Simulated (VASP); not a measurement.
# GaSb3 (C2/m) in VASP: notebook

Runs on GaSb3. Level: PBEsol+D3(BJ). Tasks: single point.

Program: VASP 6.6.1. These are calculated values, not measurements. Logs are shortened: lines on timing, memory, paths and dates and some standing lists are left out, and cuts for length are marked.

**1. The cell of the first run**

The structure is monoclinic, space group C2/m (No. 12). The conventional cell has a = 7.172 Å, b = 7.363 Å, c = 5.139 Å, α = 90.00°, β = 134.25°, γ = 90.00°. Ga (site symmetry 2/m) has 14 Sb at 3.09 to 3.68 Å within 4.1 Å. Within 4.1 Å of Sb (site symmetry 2) lie 4 Ga at 3.09 to 3.24 Å and 10 Sb at 3.09 to 3.93 Å. Sb (site symmetry 2/m) has 8 Sb at 3.09 to 3.24 Å and 6 Ga at 3.59 to 3.68 Å within 4.1 Å.

**2. Single point, PBEsol+D3(BJ) (atoms displaced along a vibrational mode, the cell strained)**

INCAR

```
SYSTEM = GaSb3
ALGO = Normal
EDIFF = 1E-6
ENCUT = 520
GGA = PS
ISIF = 2
ISMEAR = 0
IVDW = 12
LASPH = .TRUE.
LCHARG = .FALSE.
LREAL = .FALSE.
LWAVE = .FALSE.
NBANDS = 22
NELM = 60
PREC = Accurate
SIGMA = 0.15
```

KPOINTS

```
k-points
0
G
  10 10 10
  0 0 0
```

POSCAR

```
GaSb3
1.0
    0.0000000000      3.6815130998      3.5857729617
    3.6815130998      0.0000000000      3.5857729617
    3.6815130998      3.6815130998      0.0000000000
Ga Sb
1 3
Direct
    0.0000000000      0.0000000000      0.0000000000
    0.2671511138      0.2328488862      0.2328488862
    0.7328488862      0.7671511138      0.7671511138
    0.5000000000      0.5000000000      0.5000000000
```

Potentials or basis: VASP PAW PBE potentials, release 64 (Ga_d, Sb).

Started as:

```console
$ cat potpaw_PBE.64/Ga_d/POTCAR potpaw_PBE.64/Sb/POTCAR > POTCAR
$ mpirun -np 1 vasp_std > vasp.out
```

OUTCAR:

```text
SYSTEM = GaSb3
   EDIFF = 1E-6
   ENCUT = 520
   GGA = PS
   ISIF = 2
   ISMEAR = 0
   IVDW = 12
   LASPH = .TRUE.
   LREAL = .FALSE.
   NELM = 60
   PREC = Accurate
 IVDW          = 12

 ion  position               nearest neighbor table
   1  0.000  0.000  0.000-   3 3.09   2 3.09   3 3.09   2 3.09   2 3.24   3 3.24   3 3.24   2 3.24

   2  0.267  0.233  0.233-   1 3.09   1 3.09   4 3.09   4 3.09   1 3.24   4 3.24   4 3.24   1 3.24
                             3 3.43   3 3.59   3 3.59   3 3.69   3 3.69
   3  0.733  0.767  0.767-   4 3.09   4 3.09   1 3.09   1 3.09   4 3.24   1 3.24   4 3.24   1 3.24
                             2 3.43   2 3.59   2 3.59   2 3.69   2 3.69
   4  0.500  0.500  0.500-   2 3.09   2 3.09   3 3.09   3 3.09   3 3.24   2 3.24   2 3.24   3 3.24

  LATTYP: Found a body centered tetragonal cell.
 ALAT       =     5.2064457558
 C/A-ratio  =     1.3774360206

  Lattice vectors:

 A1 = (   0.0000000000,  -3.6815130998,  -3.5857729617)
 A2 = (   0.0000000000,   3.6815130998,  -3.5857729617)
 A3 = (   3.6815130998,   0.0000000000,   3.5857729617)

Analysis of symmetry for initial positions (statically):
=====================================================================
 Subroutine PRICEL returns:
 Original cell was already a primitive cell.

 Routine SETGRP: Setting up the symmetry group for a
 body centered tetragonal supercell.

 Subroutine GETGRP returns: Found  4 space group operations
 (whereof  4 operations were pure point group operations)
 out of a pool of 16 trial point group operations.

The static configuration has the point symmetry C_2h.

Analysis of symmetry for dynamics (positions and initial velocities):
=====================================================================
 Subroutine PRICEL returns:
 Original cell was already a primitive cell.

 Routine SETGRP: Setting up the symmetry group for a
 body centered tetragonal supercell.

 Subroutine GETGRP returns: Found  4 space group operations
 (whereof  4 operations were pure point group operations)
 out of a pool of 16 trial point group operations.

The dynamic configuration has the point symmetry C_2h.

 Subroutine INISYM returns: Found  4 space group operations
 (whereof  4 operations are pure point group operations),
 and found     1 'primitive' translations

----------------------------------------------------------------------------------------

                                     Primitive cell

  volume of cell :      97.1998

  direct lattice vectors                    reciprocal lattice vectors
     0.000000000  3.681513100  3.585772962    -0.135813723  0.135813723  0.139439949
     3.681513100  0.000000000  3.585772962     0.135813723 -0.135813723  0.139439949
     3.681513100  3.681513100  0.000000000     0.135813723  0.135813723 -0.139439949

  length of vectors
     5.139193170  5.139193170  5.206445756     0.237348339  0.237348339  0.237348339

  position of ions in fractional coordinates (direct lattice)
     0.000000000  0.000000000  0.000000000
     0.267151114  0.232848886  0.232848886
     0.732848886  0.767151114  0.767151114
     0.500000000  0.500000000  0.500000000

  ion indices of the primitive-cell ions
   primitive index   ion index
                 1           1
                 2           2
                 3           3
                 4           4

----------------------------------------------------------------------------------------

 KPOINTS: k-points

Automatic generation of k-mesh.
 Grid dimensions read from file:
 generate k-points for:   10   10   10

 Generating k-lattice:

  Cartesian coordinates                     Fractional coordinates (reciprocal lattice)
    -0.013581372  0.013581372  0.013943995     0.100000000  0.000000000  0.000000000
     0.013581372 -0.013581372  0.013943995     0.000000000  0.100000000  0.000000000
     0.013581372  0.013581372 -0.013943995     0.000000000  0.000000000  0.100000000

  Length of vectors
     0.023734834  0.023734834  0.023734834

  Shift w.r.t. Gamma in fractional coordinates (k-lattice)
     0.000000000  0.000000000  0.000000000

 Subroutine IBZKPT returns following result:
 ===========================================

 Found    282 irreducible k-points:

 Following reciprocal coordinates:
            Coordinates               Weight
  0.000000  0.000000  0.000000      1.000000
  0.100000 -0.000000  0.000000      4.000000
 -0.000000 -0.000000 -0.100000      4.000000
  0.200000 -0.000000  0.000000      4.000000
 -0.000000 -0.000000 -0.200000      4.000000
  0.300000 -0.000000  0.000000      4.000000
[... 16 lines left out ...]
 -0.300000  0.100000  0.000000      4.000000
  0.100000  0.100000  0.400000      4.000000
 [... further k-points ...]
   k-points           NKPTS =    282   k-points in BZ     NKDIM =    282   number of bands    NBANDS=     22
   number of dos      NEDOS =    301   number of ions     NIONS =      4
   total plane-waves  NPLWV =  64000
   dimension x,y,z NGX =    40 NGY =   40 NGZ =   40
   dimension x,y,z NGXF=    80 NGYF=   80 NGZF=   80
   ions per type =               1   3
   NGX,Y,Z   is equivalent  to a cutoff of  12.94, 12.94, 12.77 a.u.
   NGXF,Y,Z  is equivalent  to a cutoff of  25.88, 25.88, 25.54 a.u.
 SYSTEM =  GaSb3
   PREC   = accura    normal or accurate (medium, high low for compatibility)
   ISTART =      0    job   : 0-new  1-cont  2-samecut
   ICHARG =      2    charge: 1-file 2-atom 10-const
   ISPIN  =      1    spin polarized calculation?
   LNONCOLLINEAR =      F non collinear calculations
   LSORBIT =      F    spin-orbit coupling
   LASPH  =      T    aspherical Exc in radial PAW
   ENCUT  =  520.0 eV  38.22 Ry    6.18 a.u.   9.56  9.56  9.68*2*pi/ulx,y,z
   NELM   =     60;   NELMIN=  2; NELMDL= -5     # of ELM steps
   EDIFF  = 0.1E-05   stopping-criterion for ELM
   LREAL  =      F    real-space projection
   EDIFFG = 0.1E-04   stopping-criterion for IOM
   NSW    =      0    number of steps for IOM
   IBRION =     -1    ionic relax: 0-MD 1-quasi-New 2-CG
   NFREE  =      0    steps in history (QN), initial steepest desc. (CG)
   ISIF   =      2    stress and relaxation
   ISYM   =      2    0-nonsym 1-usesym 2-fastsym
   POTIM  = 0.5000    time-step for ionic-motion
   TEBEG  =    0.0;   TEEND  =   0.0 temperature during run
   PSTRESS=    0.0 pullay stress
   NELECT =      28.0000    total number of electrons
   NUPDOWN=      -1.0000    fix difference up-down
   EMIN   =  10.00;   EMAX   =-10.00  energy-range for DOS
   EFERMI =   0.00;   METHOD = LEGACY
   ISMEAR =     0;   SIGMA  =   0.15  broadening in eV -4-tet -1-fermi 0-gaus
   EFERMI_NEDOS =   21; number of points for ismear=-14 and -15
   IALGO  =     38    algorithm
   IMIX   =      4    mixing-type and parameters
     AMIX     =   0.40;   BMIX     =  1.00
     AMIX_MAG =   1.60;   BMIX_MAG =  1.00
  volume/ion in A,a.u.               =      24.30       163.98
  Fermi-wavevector in a.u.,A,eV,Ry     =   1.081199  2.043170 15.905095  1.168992
  Thomas-Fermi vector in A             =   2.217210
   LORBIT       =      0    0 simple, 1 ext, 2 COOP (PROOUT), +10 PAW based schemes
   GGA     = PS    functional components
   LHFCALC =     F    Hartree Fock is set to
   AEXX    =    0.0000 exact exchange contribution
   IVDW    =    12    specifies the selected vdW correction
   LEPSILON=     F    determine dielectric tensor
   LRPA    =     F    only Hartree local field effects (RPA)
 non-spin polarized calculation
 Gauss-broadening in eV      SIGMA  =   0.15
  energy-cutoff  :      520.00
  volume of cell :       97.20
 maximum number of plane-waves:      2651
 NGX is ok and might be reduce to    40
   NGX = 19   NGY = 19   NGZ = 19

 number of electron      27.9999998 magnetization

 Free energy of the ion-electron system (eV)
  ---------------------------------------------------
  ext. energy  EPLUGINS =         0.00000000
  ---------------------------------------------------
  free energy    TOTEN  =       -16.35533262 eV

  energy without entropy =      -16.33492660  energy(sigma->0) =      -16.34512961

 E-fermi :   8.0937     XC(G=0): -10.5874

 val. band max:        8.0920370933   @ k =   0.5000   0.3000   0.2000
 cond. band min:       8.0978690758   @ k =   0.3000  -0.0000   0.1000
 fundamental gap:      0.0058319825
 Fermi energy:         8.0936970983

 k-point     1 :       0.0000    0.0000    0.0000
  band No.  band energies     occupation
      1      -6.6624      2.00000
      2      -6.6590      2.00000
      3      -6.6535      2.00000
      4      -6.6433      2.00000
      5      -6.6373      2.00000
      6      -4.8692      2.00000
[... 14 lines left out ...]
     21      15.3326      0.00000
     22      15.3941      0.00000

 k-point     2 :       0.1000   -0.0000    0.0000
  band No.  band energies     occupation
      1      -6.6621      2.00000
      2      -6.6587      2.00000
      3      -6.6539      2.00000
      4      -6.6435      2.00000
      5      -6.6373      2.00000
      6      -4.7901      2.00000
[... 14 lines left out ...]
     21      14.6913      0.00000
     22      15.1637      0.00000

 k-point     3 :      -0.0000   -0.0000   -0.1000
  band No.  band energies     occupation
      1      -6.6626      2.00000
      2      -6.6591      2.00000
      3      -6.6532      2.00000
      4      -6.6435      2.00000
      5      -6.6375      2.00000
      6      -4.7852      2.00000
[... 14 lines left out ...]
     21      14.5963      0.00000
     22      15.1820      0.00000
[... 476 lines left out ...]
 k-point    23 :      -0.3000    0.1000    0.0000
  band No.  band energies     occupation
      1      -6.6626      2.00000
      2      -6.6572      2.00000
      3      -6.6554      2.00000
      4      -6.6442      2.00000
      5      -6.6372      2.00000
      6      -3.9556      2.00000
[... 14 lines left out ...]
     21      13.7770      0.00000
     22      14.2410      0.00000

 k-point    24 :       0.1000    0.1000    0.4000
  band No.  band energies     occupation
      1      -6.6666      2.00000
      2      -6.6573      2.00000
      3      -6.6520      2.00000
      4      -6.6441      2.00000
      5      -6.6388      2.00000
      6      -3.8912      2.00000
[... 14 lines left out ...]
     21      13.7241      0.00000
     22      14.1955      0.00000

 [... further k-points ...]

------------------------ aborting loop because EDIFF is reached ----------------------------------------

 Edisp (eV)   -1.86709

 E8    (eV) :    -1.2837

  FORCE on cell =-STRESS in cart. coord.  units (eV):
  Direction    XX          YY          ZZ          XY          YZ          ZX
  --------------------------------------------------------------------------------------
  -------------------------------------------------------------------------------------
  Total      -1.76702    -1.90366    -1.46286     0.00000    -0.55468     0.00000
  in kB     -29.12639   -31.37874   -24.11286     0.00000    -9.14303     0.00000
  external pressure =      -28.21 kB  Pullay stress =        0.00 kB

 VOLUME and BASIS-vectors are now :
 -----------------------------------------------------------------------------
  energy-cutoff  :      520.00
  volume of cell :       97.20
      direct lattice vectors                 reciprocal lattice vectors
     0.000000000  3.681513100  3.585772962    -0.135813723  0.135813723  0.139439949
     3.681513100  0.000000000  3.585772962     0.135813723 -0.135813723  0.139439949
     3.681513100  3.681513100  0.000000000     0.135813723  0.135813723 -0.139439949

 POSITION                                       TOTAL-FORCE (eV/Angst)
 -----------------------------------------------------------------------------------
      0.00000      0.00000      0.00000        -0.000000      0.000000     -0.000000
      1.71447      1.84076      1.79289         0.388247      0.000000      0.000000
      5.64855      5.52227      5.37866        -0.388247      0.000000      0.000000
      3.68151      3.68151      3.58577         0.000000      0.000000      0.000000
 -----------------------------------------------------------------------------------
    total drift:                                0.000000     -0.000000     -0.000000

  FREE ENERGIE OF THE ION-ELECTRON SYSTEM (eV)
  ---------------------------------------------------
  free  energy   TOTEN  =       -18.2224184046 eV

  energy  without entropy=      -18.2020123856  energy(sigma->0) =      -18.21221540
```

It took 3.3 min on 1 thread of Intel Xeon 6975P-C (Granite Rapids), shared host; peak memory 0.67 GiB.

Results:

```yaml
Free_energy: -18.2224 eV
Pressure: -2.8 GPa
Largest_force: 0.388 eV/Å
Band_gap_on_the_k_mesh: zero (bands 14 and 15 overlap by 3.88 eV)
Dispersion_energy_per_atom: -0.467 eV
```

Forces in eV/Å, atoms in the order of the input:
```
Ga   0.000  0.000  0.000
Sb   0.388  0.000  0.000
Sb  -0.388  0.000  0.000
Sb   0.000  0.000  0.000
```

Stress tensor (GPa, compression positive):
```
-2.91  0.00  0.00
 0.00 -3.14 -0.91
 0.00 -0.91 -2.41
```

Caveat: the cell differs from its parent crystal (atoms displaced along a vibrational mode, the cell strained); the PAW data sets were made with another functional, which shifts forces and pressure a little; spin-orbit coupling is left out, which moves the levels of the heavy elements.

**3. Single point, PBEsol+D3(BJ) (atoms displaced along a vibrational mode, the cell strained)**

INCAR

```
PREC = Accurate ; ENCUT = 520
EDIFF = 1E-6 ; ISMEAR = 0
SIGMA = 0.15 ; LREAL = False
LASPH = True ; NELM = 60
ALGO = Normal ; ISIF = 2
LWAVE = False ; LCHARG = False
GGA = PS ; IVDW = 12
NBANDS = 22
```

KPOINTS

```
Automatic mesh
0
Gamma
  10 10 10
```

POSCAR

```
GaSb3
1.0
    0.0000000000      3.6815130998      3.5857729617
    3.6815130998      0.0000000000      3.5857729617
    3.6815130998      3.6815130998      0.0000000000
Ga Sb
1 3
Direct
    0.0000000000      0.0000000000      0.0000000000
    0.2614340758      0.2385659242      0.2385659242
    0.7385659242      0.7614340758      0.7614340758
    0.5000000000      0.5000000000      0.5000000000
```

Potentials or basis: VASP PAW PBE potentials, release 64 (Ga_d, Sb).

Started as:

```console
$ cat potpaw_PBE.64/Ga_d/POTCAR potpaw_PBE.64/Sb/POTCAR > POTCAR
$ mpirun -np 1 vasp_std > vasp.out
```

Run time: 3.2 min. Hardware: 1 thread of Intel Xeon 6975P-C (Granite Rapids), shared host; peak memory 0.68 GiB.

The run converged. Its results:

| Quantity | Value |
| --- | --- |
| Free energy | -18.2488 eV |
| Pressure | -3.1 GPa |
| Largest force | 0.241 eV/Å |
| Band gap on the k mesh | zero (bands 14 and 15 overlap by 3.98 eV) |
| Dispersion energy per atom | -0.467 eV |

Forces in eV/Å, atoms in the order of the input:
```
Ga   0.000  0.000  0.000
Sb   0.241  0.000  0.000
Sb  -0.241  0.000  0.000
Sb   0.000  0.000  0.000
```

Stress tensor (GPa, compression positive):
```
-3.28  0.00  0.00
 0.00 -3.38 -0.65
 0.00 -0.65 -2.61
```

Levels at points of the mesh, in eV from the Fermi level:
| k point | band 10 | band 11 | band 12 | band 13 | band 14 | band 15 | band 16 | band 17 | band 18 | band 19 |
| --- | --- | --- | --- | --- | --- | --- | --- | --- | --- | --- |
| (0.00, 0.00, 0.00) | -2.86 | -2.84 | -2.70 | -2.67 | -2.57 | -2.31 | -1.06 | -0.86 | -0.37 | 3.29 |
| (0.50, 0.00, 0.00) | -3.95 | -3.54 | -3.12 | -2.64 | -0.09 | 0.05 | 2.19 | 2.42 | 2.79 | 3.18 |
| (0.00, 0.00, 0.50) | -4.03 | -3.53 | -2.95 | -2.54 | -0.32 | 0.20 | 1.90 | 2.25 | 2.97 | 3.21 |
| (0.50, 0.50, 0.00) | -5.56 | -5.56 | 0.74 | 1.00 | 1.14 | 1.16 | 1.84 | 1.96 | 2.63 | 4.12 |
| (0.50, 0.00, 0.50) | -5.51 | -5.47 | 0.91 | 1.00 | 1.30 | 1.48 | 1.65 | 2.26 | 2.34 | 3.87 |
| (0.00, 0.50, 0.50) | -5.56 | -5.45 | 0.93 | 0.96 | 1.27 | 1.44 | 1.80 | 2.20 | 2.30 | 3.87 |

Caveat: the cell differs from its parent crystal (atoms displaced along a vibrational mode, the cell strained); the cell stands under tension; the PAW data sets were made with another functional, which shifts forces and pressure a little; spin-orbit coupling is left out, which moves the levels of the heavy elements.
